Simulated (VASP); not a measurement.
# SiSe4 (Im-3m) in VASP: further runs

The runs below take SiSe4 through relaxation of cell and atoms, with PBE.

All numbers are computed with VASP 6.6.1; they aren't measurements. Logs are shortened: lines on timing, memory, paths and dates and some standing lists are left out, and cuts for length are marked.

**1. The cell of the first run**

It takes space group Im-3m (No. 229, cubic). The conventional cell has a = 6.132 Å, b = 6.132 Å, c = 6.132 Å, α = 90.00°, β = 90.00°, γ = 90.00°. Si (site symmetry m-3m) has 8 Se at 2.66 Å within 3.5 Å. Se (site symmetry -3m) has 2 Si at 2.66 Å and 6 Se at 3.07 Å within 3.5 Å.

The cell was generated, and may not be a known phase.

**2. Relaxation of cell and atoms, PBE**

The input, INCAR:

```
PREC     = Accurate       # precision mode
ENCUT    = 600            # plane-wave cutoff, eV
EDIFF    = 1E-6           # SCF threshold, eV
ISMEAR   = 0              # smearing method
SIGMA    = 0.1            # smearing width, eV
LREAL    = False          # projectors in reciprocal space
LASPH    = True           # aspherical terms in the spheres
NELM     = 100            # most SCF steps
ALGO     = Normal         # electronic algorithm
ISIF     = 3              # what is computed and relaxed
LWAVE    = False          # write WAVECAR
LCHARG   = False          # write CHGCAR
GGA      = PE             # functional
IBRION   = 2              # ionic algorithm
NSW      = 100            # ionic steps
EDIFFG   = -0.01          # ionic threshold
```

The input, KPOINTS:

```
regular mesh
0
Gamma
  10 10 10
```

The input, POSCAR:

```
SiSe4
1.0
   -3.0661255763      3.0661255763      3.0661255763
    3.0661255763     -3.0661255763      3.0661255763
    3.0661255763      3.0661255763     -3.0661255763
Si Se
1 4
Direct
    0.0000000000      0.0000000000      0.0000000000
    0.0000000000      0.0000000000      0.5000000000
    0.0000000000      0.5000000000      0.0000000000
    0.5000000000      0.0000000000      0.0000000000
    0.5000000000      0.5000000000      0.5000000000
```

Potentials or basis: VASP PAW PBE potentials, release 64 (Si, Se).

The run is started by

```bash
cat potpaw_PBE.64/Si/POTCAR potpaw_PBE.64/Se/POTCAR > POTCAR
mpirun -np 1 vasp_std > vasp.out
```

OUTCAR:

```text
PREC = Accurate
   ENCUT = 600
   EDIFF = 1E-6
   ISMEAR = 0
   LREAL = False
   LASPH = True
   NELM = 100
   ISIF = 3
   GGA = PE
   IBRION = 2
   NSW = 100
   EDIFFG = -0.01

 ion  position               nearest neighbor table
   1  0.000  0.000  0.000-   2 2.66   3 2.66   4 2.66   5 2.66   2 2.66   3 2.66   4 2.66   5 2.66

   2  0.000  0.000  0.500-   1 2.66   1 2.66
   3  0.000  0.500  0.000-   1 2.66   1 2.66
   4  0.500  0.000  0.000-   1 2.66   1 2.66
   5  0.500  0.500  0.500-   1 2.66   1 2.66

  LATTYP: Found a body centered cubic cell.
 ALAT       =     6.1322511526

  Lattice vectors:

 A1 = (  -3.0661255763,   3.0661255763,   3.0661255763)
 A2 = (   3.0661255763,  -3.0661255763,   3.0661255763)
 A3 = (   3.0661255763,   3.0661255763,  -3.0661255763)

Analysis of symmetry for initial positions (statically):
=====================================================================
 Subroutine PRICEL returns:
 Original cell was already a primitive cell.

 Routine SETGRP: Setting up the symmetry group for a
 body centered cubic supercell.

 Subroutine GETGRP returns: Found 48 space group operations
 (whereof 48 operations were pure point group operations)
 out of a pool of 48 trial point group operations.

The static configuration has the point symmetry O_h .

Analysis of symmetry for dynamics (positions and initial velocities):
=====================================================================
 Subroutine PRICEL returns:
 Original cell was already a primitive cell.

 Routine SETGRP: Setting up the symmetry group for a
 body centered cubic supercell.

 Subroutine GETGRP returns: Found 48 space group operations
 (whereof 48 operations were pure point group operations)
 out of a pool of 48 trial point group operations.

The dynamic configuration has the point symmetry O_h .

 Subroutine INISYM returns: Found 48 space group operations
 (whereof 48 operations are pure point group operations),
 and found     1 'primitive' translations

----------------------------------------------------------------------------------------

                                     Primitive cell

  volume of cell :     115.3001

  direct lattice vectors                    reciprocal lattice vectors
    -3.066125576  3.066125576  3.066125576     0.000000000  0.163072251  0.163072251
     3.066125576 -3.066125576  3.066125576     0.163072251  0.000000000  0.163072251
     3.066125576  3.066125576 -3.066125576     0.163072251  0.163072251  0.000000000

  length of vectors
     5.310685281  5.310685281  5.310685281     0.230618989  0.230618989  0.230618989

  position of ions in fractional coordinates (direct lattice)
     0.000000000  0.000000000  0.000000000
     0.000000000  0.000000000  0.500000000
     0.000000000  0.500000000  0.000000000
     0.500000000  0.000000000  0.000000000
     0.500000000  0.500000000  0.500000000

  ion indices of the primitive-cell ions
   primitive index   ion index
                 1           1
                 2           2
                 3           3
                 4           4
                 5           5

----------------------------------------------------------------------------------------

 KPOINTS: regular mesh

Automatic generation of k-mesh.
 Grid dimensions read from file:
 generate k-points for:   10   10   10

 Generating k-lattice:

  Cartesian coordinates                     Fractional coordinates (reciprocal lattice)
     0.000000000  0.016307225  0.016307225     0.100000000  0.000000000  0.000000000
     0.016307225  0.000000000  0.016307225     0.000000000  0.100000000  0.000000000
     0.016307225  0.016307225  0.000000000     0.000000000  0.000000000  0.100000000

  Length of vectors
     0.023061899  0.023061899  0.023061899

  Shift w.r.t. Gamma in fractional coordinates (k-lattice)
     0.000000000  0.000000000  0.000000000

 Subroutine IBZKPT returns following result:
 ===========================================

 Found     47 irreducible k-points:

 Following reciprocal coordinates:
            Coordinates               Weight
  0.000000  0.000000  0.000000      1.000000
  0.100000  0.000000  0.000000     12.000000
  0.200000  0.000000  0.000000     12.000000
  0.300000  0.000000  0.000000     12.000000
  0.400000  0.000000  0.000000     12.000000
  0.500000  0.000000  0.000000      6.000000
[... 16 lines left out ...]
  0.300000  0.300000  0.100000      8.000000
 -0.300000  0.300000  0.100000     24.000000
 [... further k-points ...]
   k-points           NKPTS =     47   k-points in BZ     NKDIM =     47   number of bands    NBANDS=     18
   number of dos      NEDOS =    301   number of ions     NIONS =      5
   total plane-waves  NPLWV =  74088
   dimension x,y,z NGX =    42 NGY =   42 NGZ =   42
   dimension x,y,z NGXF=    84 NGYF=   84 NGZF=   84
   ions per type =               1   4
   NGX,Y,Z   is equivalent  to a cutoff of  13.15, 13.15, 13.15 a.u.
   NGXF,Y,Z  is equivalent  to a cutoff of  26.30, 26.30, 26.30 a.u.
 SYSTEM =  unknown system
   PREC   = accura    normal or accurate (medium, high low for compatibility)
   ISTART =      0    job   : 0-new  1-cont  2-samecut
   ICHARG =      2    charge: 1-file 2-atom 10-const
   ISPIN  =      1    spin polarized calculation?
   LNONCOLLINEAR =      F non collinear calculations
   LSORBIT =      F    spin-orbit coupling
   LASPH  =      T    aspherical Exc in radial PAW
   ENCUT  =  600.0 eV  44.10 Ry    6.64 a.u.  10.61 10.61 10.61*2*pi/ulx,y,z
   NELM   =    100;   NELMIN=  2; NELMDL= -5     # of ELM steps
   EDIFF  = 0.1E-05   stopping-criterion for ELM
   LREAL  =      F    real-space projection
   EDIFFG = -.1E-01   stopping-criterion for IOM
   NSW    =    100    number of steps for IOM
   IBRION =      2    ionic relax: 0-MD 1-quasi-New 2-CG
   NFREE  =      1    steps in history (QN), initial steepest desc. (CG)
   ISIF   =      3    stress and relaxation
   ISYM   =      2    0-nonsym 1-usesym 2-fastsym
   POTIM  = 0.5000    time-step for ionic-motion
   TEBEG  =    0.0;   TEEND  =   0.0 temperature during run
   PSTRESS=    0.0 pullay stress
   NELECT =      28.0000    total number of electrons
   NUPDOWN=      -1.0000    fix difference up-down
   EMIN   =  10.00;   EMAX   =-10.00  energy-range for DOS
   EFERMI =   0.00;   METHOD = LEGACY
   ISMEAR =     0;   SIGMA  =   0.10  broadening in eV -4-tet -1-fermi 0-gaus
   EFERMI_NEDOS =   21; number of points for ismear=-14 and -15
   IALGO  =     38    algorithm
   IMIX   =      4    mixing-type and parameters
     AMIX     =   0.40;   BMIX     =  1.00
     AMIX_MAG =   1.60;   BMIX_MAG =  1.00
  volume/ion in A,a.u.               =      23.06       155.62
  Fermi-wavevector in a.u.,A,eV,Ry     =   1.021373  1.930115 14.193627  1.043202
  Thomas-Fermi vector in A             =   2.154994
   LORBIT       =      0    0 simple, 1 ext, 2 COOP (PROOUT), +10 PAW based schemes
   GGA     = PE    functional components
   LHFCALC =     F    Hartree Fock is set to
   AEXX    =    0.0000 exact exchange contribution
   IVDW    =     0    specifies the selected vdW correction
   LEPSILON=     F    determine dielectric tensor
   LRPA    =     F    only Hartree local field effects (RPA)
 conjugate gradient relaxation of ions
 non-spin polarized calculation
 Gauss-broadening in eV      SIGMA  =   0.10
  energy-cutoff  :      600.00
  volume of cell :      115.30
 maximum number of plane-waves:      3925
   NGX = 21   NGY = 21   NGZ = 21

 number of electron      28.0000001 magnetization

 Free energy of the ion-electron system (eV)
  ---------------------------------------------------
  ext. energy  EPLUGINS =         0.00000000
  ---------------------------------------------------
  free energy    TOTEN  =       -17.30798073 eV

  energy without entropy =      -17.28938544  energy(sigma->0) =      -17.29868309

 E-fermi :   4.3021     XC(G=0):  -9.5838

 val. band max:        4.2900278916   @ k =  -0.4000   0.4000   0.1000
 cond. band min:       4.3022371431   @ k =  -0.3000   0.5000   0.1000
 fundamental gap:      0.0122092515
 Fermi energy:         4.3021384294

 k-point     1 :       0.0000    0.0000    0.0000
  band No.  band energies     occupation
      1     -11.0564      2.00000
      2      -7.9211      2.00000
      3      -7.9211      2.00000
      4      -7.9211      2.00000
      5      -1.9417      2.00000
      6      -1.9417      2.00000
[... 10 lines left out ...]
     17       6.7449      0.00000
     18       7.2236      0.00000

 k-point     2 :       0.1000    0.0000    0.0000
  band No.  band energies     occupation
      1     -10.9994      2.00000
      2      -8.0224      2.00000
      3      -7.9544      2.00000
      4      -7.9378      2.00000
      5      -2.3954      2.00000
      6      -1.9220      2.00000
[... 10 lines left out ...]
     17       6.6443      0.00000
     18       7.4080      0.00000

 k-point     3 :       0.2000    0.0000    0.0000
  band No.  band energies     occupation
      1     -10.8305      2.00000
      2      -8.3077      2.00000
      3      -8.0377      2.00000
      4      -7.9805      2.00000
      5      -2.8947      2.00000
      6      -1.8722      2.00000
[... 10 lines left out ...]
     17       6.4176      0.00000
     18       7.9081      0.00000

 k-point     4 :       0.3000    0.0000    0.0000
  band No.  band energies     occupation
      1     -10.5574      2.00000
      2      -8.7246      2.00000
      3      -8.1338      2.00000
      4      -8.0317      2.00000
      5      -3.2241      2.00000
      6      -1.8151      2.00000
[... 10 lines left out ...]
     17       6.1272      0.00000
     18       7.9115      0.00000

 k-point     5 :       0.4000    0.0000    0.0000
  band No.  band energies     occupation
      1     -10.1991      2.00000
      2      -9.1983      2.00000
      3      -8.2068      2.00000
      4      -8.0718      2.00000
      5      -3.4021      2.00000
      6      -1.7736      2.00000
[... 10 lines left out ...]
     17       5.7930      0.00000
     18       6.4612      0.00000

 k-point     6 :       0.5000    0.0000    0.0000
  band No.  band energies     occupation
      1      -9.8932      2.00000
      2      -9.5478      2.00000
      3      -8.2338      2.00000
      4      -8.0869      2.00000
      5      -3.4576      2.00000
      6      -1.7589      2.00000
[... 307 lines left out ...]
 k-point    21 :       0.3000    0.2000    0.1000
  band No.  band energies     occupation
      1      -9.7763      2.00000
      2      -9.1972      2.00000
      3      -8.7720      2.00000
      4      -8.3208      2.00000
      5      -3.0456      2.00000
      6      -0.8772      2.00000
[... 10 lines left out ...]
     17       5.3344      0.00000
     18       7.0915      0.00000

 k-point    22 :      -0.2000    0.2000    0.1000
  band No.  band energies     occupation
      1     -10.7763      2.00000
      2      -8.3635      2.00000
      3      -8.2838      2.00000
      4      -7.7489      2.00000
      5      -3.2931      2.00000
      6      -1.4612      2.00000
[... 10 lines left out ...]
     17       6.4437      0.00000
     18       7.9771      0.00000

 k-point    23 :       0.3000    0.3000    0.1000
  band No.  band energies     occupation
      1      -9.5640      2.00000
      2      -9.1254      2.00000
      3      -9.1254      2.00000
      4      -8.3276      2.00000
      5      -3.0168      2.00000
      6      -0.4849      2.00000
[... 10 lines left out ...]
     17       5.8233      0.00000
     18       7.5471      0.00000

 k-point    24 :      -0.3000    0.3000    0.1000
  band No.  band energies     occupation
      1     -10.5072      2.00000
      2      -8.7455      2.00000
      3      -8.4339      2.00000
      4      -7.7205      2.00000
      5      -3.6207      2.00000
      6      -1.3869      2.00000
[... 10 lines left out ...]
     17       6.1360      0.00000
     18       7.8630      0.00000

 [... further k-points ...]

------------------------ aborting loop because EDIFF is reached ----------------------------------------

  FORCE on cell =-STRESS in cart. coord.  units (eV):
  Direction    XX          YY          ZZ          XY          YZ          ZX
  --------------------------------------------------------------------------------------
  -------------------------------------------------------------------------------------
  Total       -0.0224145     -0.0224145     -0.0224145      0.0000000      0.0000000     -0.0000000
  in kB       -0.3114654     -0.3114654     -0.3114654      0.0000000      0.0000000     -0.0000000
  external PRESSURE =      -0.3114654 kB  Pullay stress =       0.0000000 kB

 VOLUME and BASIS-vectors are now :
 -----------------------------------------------------------------------------
  energy-cutoff  :      600.00
  volume of cell :      115.30
      direct lattice vectors                 reciprocal lattice vectors
    -3.066125576  3.066125576  3.066125576     0.000000000  0.163072251  0.163072251
     3.066125576 -3.066125576  3.066125576     0.163072251  0.000000000  0.163072251
     3.066125576  3.066125576 -3.066125576     0.163072251  0.163072251  0.000000000

 POSITION                                       TOTAL-FORCE (eV/Angst)
 -----------------------------------------------------------------------------------
      0.00000      0.00000      0.00000         0.000000      0.000000     -0.000000
      1.53306      1.53306     -1.53306        -0.000000      0.000000      0.000000
      1.53306     -1.53306      1.53306         0.000000      0.000000      0.000000
     -1.53306      1.53306      1.53306        -0.000000     -0.000000      0.000000
      1.53306      1.53306      1.53306         0.000000     -0.000000     -0.000000
 -----------------------------------------------------------------------------------
    total drift:                               -0.000000     -0.000000      0.000000

  FREE ENERGIE OF THE ION-ELECTRON SYSTEM (eV)
  ---------------------------------------------------
  free  energy   TOTEN  =       -17.3079807337 eV

  energy  without entropy=      -17.2893854366  energy(sigma->0) =      -17.29868309

 reached required accuracy - stopping structural energy minimisation
```

Run time: 58 s. Hardware: 1 thread of AMD EPYC 9R45 (Zen 5), shared host; peak memory 0.27 GiB.

Results:

```
Free energy             : -17.3080 eV
Pressure after relaxing : 0.0 GPa
Band gap on the k mesh  : zero (bands 14 and 15 overlap by 2.31 eV)
```

Final structure:
```
CELL_PARAMETERS angstrom
-3.06613 3.06613 3.06613
3.06613 -3.06613 3.06613
3.06613 3.06613 -3.06613
ATOMIC_POSITIONS crystal
Si 0.00000 0.00000 0.00000
Se 0.00000 0.00000 0.50000
Se 0.00000 0.50000 0.00000
Se 0.50000 0.00000 0.00000
Se 0.50000 0.50000 0.50000
```

Caveat: the relaxation stopped at its first step, so nothing moved.

(Continued in part 2 of 2.)

The gap in the log of VASP goes by the Fermi energy; the results here count the filled bands.